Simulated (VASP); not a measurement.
Input of a VASP 6.6.1 run:

Contents of INCAR:

```
SYSTEM = Pt
PREC = Accurate
ENCUT = 500
EDIFF = 1E-6
ISMEAR = -1
SIGMA = 0.1
LREAL = .False.
LASPH = .True.
NELM = 120
ALGO = Normal
ISIF = 2
LWAVE = .False.
LCHARG = .False.
GGA = RP
NBANDS = 11
GGA_COMPAT = .False.
```

Contents of KPOINTS:

```
regular mesh
0
Gamma
  12 12 12
  0 0 0
```

The input POSCAR:

```
Pt
1.0
    0.0000000000      1.9975902035      1.9975902035
    1.9975902035      0.0000000000      1.9975902035
    1.9975902035      1.9975902035      0.0000000000
Pt
1
Direct
    0.0000000000      0.0000000000      0.0000000000
```

Potentials or basis: VASP PAW PBE potentials, release 64 (Pt).

Launch:

```bash
$ cat potpaw_PBE.64/Pt/POTCAR > POTCAR
$ mpirun -np 1 vasp_std > vasp.out
```

**Question.** What does it give for the band gap on the k mesh?

**Answer.** Zero (bands 5 and 6 overlap by 2.03 eV).

**Question.** Estimate the pressure.

**Answer.** -0.5 GPa.

Caveat: the PAW data sets were made with another functional, which shifts forces and pressure a little; spin-orbit coupling is left out, which moves the levels of the heavy elements.
